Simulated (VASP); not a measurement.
# Mg5CdSe6 (P-4m2) in VASP: single point with PBE

Aim: the single point of Mg5CdSe6 with PBE.

Program: VASP 6.6.1. These are calculated values, not measurements. Logs are shortened: lines on timing, memory, paths and dates and some standing lists are left out, and cuts for length are marked.

**1. The cell of the first run**

The structure is tetragonal, space group P-4m2 (No. 115). The conventional cell has a = 4.270 Å, b = 4.270 Å, c = 18.027 Å, α = 90.00°, β = 90.00°, γ = 90.00°. Within 3.4 Å of Mg (site symmetry 2mm) lie 4 Se at 2.60 Å. Within 3.4 Å of Mg (site symmetry 2mm) lie 4 Se at 2.59 to 2.60 Å. Within 3.4 Å of Mg (site symmetry -4m2) lie 4 Se at 2.60 Å. Within 3.5 Å of Cd (site symmetry -4m2) lie 4 Se at 2.67 Å. Within 3.4 Å of Se (site symmetry 2mm) lie 4 Mg at 2.60 Å. Se (site symmetry 2mm) has 2 Mg at 2.59 Å and 2 Cd at 2.67 Å within 3.4 Å. Within 3.4 Å of Se (site symmetry 2mm) lie 4 Mg at 2.60 Å.

**2. Single point, PBE**

INCAR reads:

```
  PREC = Accurate
  ENCUT = 520
  EDIFF = 1E-6
  ISMEAR = 0
  SIGMA = 0.02
  LREAL = F
  LASPH = T
  NELM = 100
  ALGO = Normal
  ISIF = 2
  LWAVE = F
  LCHARG = F
  GGA = PE
  NBANDS = 41
```

KPOINTS reads:

```
regular mesh
0
Gamma
  6 6 2
```

POSCAR reads:

```
Mg5CdSe6
1.0
    4.2700586628      0.0000000000      0.0000000000
    0.0000000000      4.2700586628      0.0000000000
    0.0000000000      0.0000000000     18.0273054205
Mg Cd Se
5 1 6
Direct
    0.0000000000      0.0000000000      0.6645887818
    0.5000000000      0.5000000000      0.8292234357
    0.5000000000      0.5000000000      0.1707765643
    0.0000000000      0.0000000000      0.3354112182
    0.5000000000      0.5000000000      0.5000000000
    0.0000000000      0.0000000000      0.0000000000
    0.5000000000      0.0000000000      0.7469052890
    0.0000000000      0.5000000000      0.9108540412
    0.5000000000      0.0000000000      0.0891459588
    0.0000000000      0.5000000000      0.2530947110
    0.5000000000      0.0000000000      0.4177072260
    0.0000000000      0.5000000000      0.5822927740
```

Potentials or basis: VASP PAW PBE potentials, release 64 (Mg, Cd, Se).

The run is started by

```console
$ cat potpaw_PBE.64/Mg/POTCAR potpaw_PBE.64/Cd/POTCAR potpaw_PBE.64/Se/POTCAR > POTCAR
$ mpirun -np 1 vasp_std > vasp.out
```

OUTCAR:

```text
PREC = Accurate
   ENCUT = 520
   EDIFF = 1E-6
   ISMEAR = 0
   LREAL = F
   LASPH = T
   NELM = 100
   ISIF = 2
   GGA = PE

 ion  position               nearest neighbor table
   1  0.000  0.000  0.665-  12 2.60  12 2.60   7 2.60   7 2.60
   2  0.500  0.500  0.829-   8 2.59   8 2.59   7 2.60   7 2.60
   3  0.500  0.500  0.171-   9 2.59   9 2.59  10 2.60  10 2.60
   4  0.000  0.000  0.335-  11 2.60  11 2.60  10 2.60  10 2.60
   5  0.500  0.500  0.500-  11 2.60  12 2.60  11 2.60  12 2.60
   6  0.000  0.000  0.000-   8 2.67   9 2.67   8 2.67   9 2.67
   7  0.500  0.000  0.747-   1 2.60   1 2.60   2 2.60   2 2.60
   8  0.000  0.500  0.911-   2 2.59   2 2.59   6 2.67   6 2.67
   9  0.500  0.000  0.089-   3 2.59   3 2.59   6 2.67   6 2.67
  10  0.000  0.500  0.253-   4 2.60   4 2.60   3 2.60   3 2.60
  11  0.500  0.000  0.418-   5 2.60   5 2.60   4 2.60   4 2.60
  12  0.000  0.500  0.582-   5 2.60   5 2.60   1 2.60   1 2.60

  LATTYP: Found a simple tetragonal cell.
 ALAT       =     4.2700586628
 C/A-ratio  =     4.2217933860

  Lattice vectors:

 A1 = (   4.2700586628,   0.0000000000,   0.0000000000)
 A2 = (   0.0000000000,   4.2700586628,   0.0000000000)
 A3 = (   0.0000000000,   0.0000000000,  18.0273054205)

Analysis of symmetry for initial positions (statically):
=====================================================================
 Subroutine PRICEL returns:
 Original cell was already a primitive cell.

 Routine SETGRP: Setting up the symmetry group for a
 simple tetragonal supercell.

 Subroutine GETGRP returns: Found  8 space group operations
 (whereof  8 operations were pure point group operations)
 out of a pool of 16 trial point group operations.

The static configuration has the point symmetry D_2d.

Analysis of symmetry for dynamics (positions and initial velocities):
=====================================================================
 Subroutine PRICEL returns:
 Original cell was already a primitive cell.

 Routine SETGRP: Setting up the symmetry group for a
 simple tetragonal supercell.

 Subroutine GETGRP returns: Found  8 space group operations
 (whereof  8 operations were pure point group operations)
 out of a pool of 16 trial point group operations.

The dynamic configuration has the point symmetry D_2d.

 Subroutine INISYM returns: Found  8 space group operations
 (whereof  8 operations are pure point group operations),
[... 120 lines left out ...]
   TEBEG  =    0.0;   TEEND  =   0.0 temperature during run
   PSTRESS=    0.0 pullay stress
   NELECT =      58.0000    total number of electrons
   NUPDOWN=      -1.0000    fix difference up-down
   EMIN   =  10.00;   EMAX   =-10.00  energy-range for DOS
   EFERMI =   0.00;   METHOD = LEGACY
   ISMEAR =     0;   SIGMA  =   0.02  broadening in eV -4-tet -1-fermi 0-gaus
   EFERMI_NEDOS =   21; number of points for ismear=-14 and -15
   IALGO  =     38    algorithm
   IMIX   =      4    mixing-type and parameters
     AMIX     =   0.40;   BMIX     =  1.00
     AMIX_MAG =   1.60;   BMIX_MAG =  1.00
  volume/ion in A,a.u.               =      27.39       184.85
  Fermi-wavevector in a.u.,A,eV,Ry     =   0.918230  1.735202 11.471694  0.843146
  Thomas-Fermi vector in A             =   2.043288
   LORBIT       =      0    0 simple, 1 ext, 2 COOP (PROOUT), +10 PAW based schemes
   GGA     = PE    functional components
   LHFCALC =     F    Hartree Fock is set to
   AEXX    =    0.0000 exact exchange contribution
   IVDW    =     0    specifies the selected vdW correction
   LEPSILON=     F    determine dielectric tensor
   LRPA    =     F    only Hartree local field effects (RPA)
 non-spin polarized calculation
 Gauss-broadening in eV      SIGMA  =   0.02
  energy-cutoff  :      520.00
  volume of cell :      328.70
 maximum number of plane-waves:      8936
 NGX is ok and might be reduce to    32
   NGX = 15   NGY = 15   NGZ = 67

 number of electron      57.9999993 magnetization

 Free energy of the ion-electron system (eV)
  ---------------------------------------------------
  ext. energy  EPLUGINS =         0.00000000
  ---------------------------------------------------
  free energy    TOTEN  =       -43.07655938 eV

  energy without entropy =      -43.07655938  energy(sigma->0) =      -43.07655938

 E-fermi :   0.7375     XC(G=0):  -8.1923

 val. band max:        0.6388337779   @ k =   0.0000   0.0000   0.0000
 cond. band min:       2.6323978040   @ k =   0.0000   0.0000   0.0000
 fundamental gap:      1.9935640261
 Fermi energy:         0.7375346862

 k-point     1 :       0.0000    0.0000    0.0000
  band No.  band energies     occupation
      1     -11.1441      2.00000
      2     -10.9936      2.00000
      3     -10.9791      2.00000
      4     -10.7131      2.00000
      5     -10.6019      2.00000
      6     -10.4395      2.00000
[... 869 lines left out ...]
     40       7.0414      0.00000
     41       7.3830      0.00000

------------------------ aborting loop because EDIFF is reached ----------------------------------------

  FORCE on cell =-STRESS in cart. coord.  units (eV):
  Direction    XX          YY          ZZ          XY          YZ          ZX
  --------------------------------------------------------------------------------------
  -------------------------------------------------------------------------------------
  Total       -0.0341918     -0.0341918      0.0143838      0.0000000      0.0000000     -0.0000000
  in kB       -0.1666609     -0.1666609      0.0701108      0.0000000      0.0000000     -0.0000000
  external PRESSURE =      -0.0877370 kB  Pullay stress =       0.0000000 kB

 VOLUME and BASIS-vectors are now :
 -----------------------------------------------------------------------------
  energy-cutoff  :      520.00
  volume of cell :      328.70
      direct lattice vectors                 reciprocal lattice vectors
     4.270058663  0.000000000  0.000000000     0.234188820  0.000000000  0.000000000
     0.000000000  4.270058663  0.000000000     0.000000000  0.234188820  0.000000000
     0.000000000  0.000000000 18.027305420     0.000000000  0.000000000  0.055471407

 POSITION                                       TOTAL-FORCE (eV/Angst)
 -----------------------------------------------------------------------------------
      0.00000      0.00000     11.98074        -0.000000      0.000000     -0.000125
      2.13503      2.13503     14.94866        -0.000000     -0.000000      0.000716
      2.13503      2.13503      3.07864        -0.000000     -0.000000     -0.000716
      0.00000      0.00000      6.04656        -0.000000     -0.000000      0.000125
      2.13503      2.13503      9.01365        -0.000000     -0.000000      0.000000
      0.00000      0.00000      0.00000         0.000000      0.000000      0.000000
      2.13503      0.00000     13.46469         0.000000     -0.000000     -0.000431
      0.00000      2.13503     16.42024         0.000000      0.000000     -0.034297
      2.13503      0.00000      1.60706        -0.000000      0.000000      0.034297
      0.00000      2.13503      4.56262        -0.000000      0.000000      0.000431
      2.13503      0.00000      7.53014        -0.000000      0.000000      0.000002
      0.00000      2.13503     10.49717         0.000000      0.000000     -0.000002
 -----------------------------------------------------------------------------------
    total drift:                                0.000000      0.000000      0.000000

  FREE ENERGIE OF THE ION-ELECTRON SYSTEM (eV)
  ---------------------------------------------------
  free  energy   TOTEN  =       -43.0765593796 eV

  energy  without entropy=      -43.0765593796  energy(sigma->0) =      -43.07655938
```

Run time: 4.8 min. Hardware: 1 thread of Intel Xeon 6975P-C, shared host; peak memory 0.53 GiB.

What came out:

- Free energy: -43.0766 eV
- Pressure: 0.0 GPa
- Largest force: 0.034 eV/Å
- Band gap on the k mesh: 1.99 eV, direct

Forces on the atoms (eV/Å):
```
Mg   0.000  0.000  0.000
Mg   0.000  0.000  0.001
Mg   0.000  0.000 -0.001
Mg   0.000  0.000  0.000
Mg   0.000  0.000  0.000
Cd   0.000  0.000  0.000
Se   0.000  0.000  0.000
Se   0.000  0.000 -0.034
Se   0.000  0.000  0.034
Se   0.000  0.000  0.000
Se   0.000  0.000  0.000
Se   0.000  0.000  0.000
```
